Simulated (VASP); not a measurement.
Wanted: the native input for a VASP 6.6.1 run.

```yaml
Task: single point
Functional: PBEsol
Potentials_or_basis: VASP PAW PBE potentials, release 64 (C, H)
Cutoff: 520 eV
k_mesh: 6 × 4 × 1
Occupations: fermi-dirac, width 0.05 eV
Spin: no spin polarisation
Dipole_correction: no
Further_INCAR_settings: LREAL = Auto; ALGO = Normal; EDIFF = 1e-06; NBANDS = 70
```

The structure of HC6 lies in POSCAR:

```
HC6
1.0
    1.7769010000     -1.7769010000      0.0000000000
    0.0000000000      0.0000000000      3.5538030000
  -20.7331130000    -20.7331130000      0.0000000000
C H
24 4
Direct
    0.9960720000      0.9996700000      0.6072180000
    0.9960770000      0.9994010000      0.4358140000
    0.9960570000      0.9939920000      0.2652380000
    0.9960720000      0.2550960000      0.7349290000
    0.9960700000      0.2496430000      0.5643650000
    0.9960340000      0.2493970000      0.3929580000
    0.9961000000      0.9989920000      0.6930010000
    0.9960880000      0.9995350000      0.5215140000
    0.9960510000      0.9994670000      0.3501170000
    0.9960750000      0.2495840000      0.6500580000
    0.9960320000      0.2495070000      0.4786650000
    0.9960270000      0.2500740000      0.3071720000
    0.4960710000      0.4945290000      0.7349260000
    0.4960610000      0.4996050000      0.5643630000
    0.4960370000      0.4993790000      0.3929640000
    0.4960960000      0.7505730000      0.6929990000
    0.4960750000      0.7495650000      0.5215130000
    0.4960470000      0.7491750000      0.3501210000
    0.4960720000      0.4998730000      0.6500560000
    0.4960380000      0.4994760000      0.4786660000
    0.4960240000      0.4984970000      0.3071780000
    0.4960740000      0.7496910000      0.6072140000
    0.4960620000      0.7494340000      0.4358160000
    0.4960580000      0.7545510000      0.2652540000
    0.9960590000      0.1648200000      0.2337860000
    0.9960850000      0.0841620000      0.7663710000
    0.4961150000      0.6654690000      0.7663680000
    0.4960280000      0.5834770000      0.2338260000
```

The input as run:

INCAR

```
SYSTEM = HC6
PREC = Accurate
ENCUT = 520
EDIFF = 1E-6
ISMEAR = -1
SIGMA = 0.05
LREAL = Auto
LASPH = .TRUE.
NELM = 60
ALGO = Normal
ISIF = 2
LWAVE = .FALSE.
LCHARG = .FALSE.
GGA = PS
NBANDS = 70
```

KPOINTS

```
Automatic mesh
0
G
  6 4 1
  0 0 0
```

Potentials or basis: VASP PAW PBE potentials, release 64 (C, H).

The run is started by

```sh
$ cat potpaw_PBE.64/C/POTCAR potpaw_PBE.64/H/POTCAR > POTCAR
$ mpirun -np 1 vasp_std > vasp.out
```

It gave:

The largest force is 0.037 eV/Å. The band gap on the k mesh is 2.05 eV.

Caveat: the k points lie up to 0.44 Å⁻¹ apart; there is no dipole correction, which matters where the two faces differ; the PAW data sets were made with another functional, which shifts forces and pressure a little.

It took 9.7 min on 1 thread of AMD EPYC 7R13 Processor (Zen 3), with other jobs on the host, peak memory 0.39 GiB.
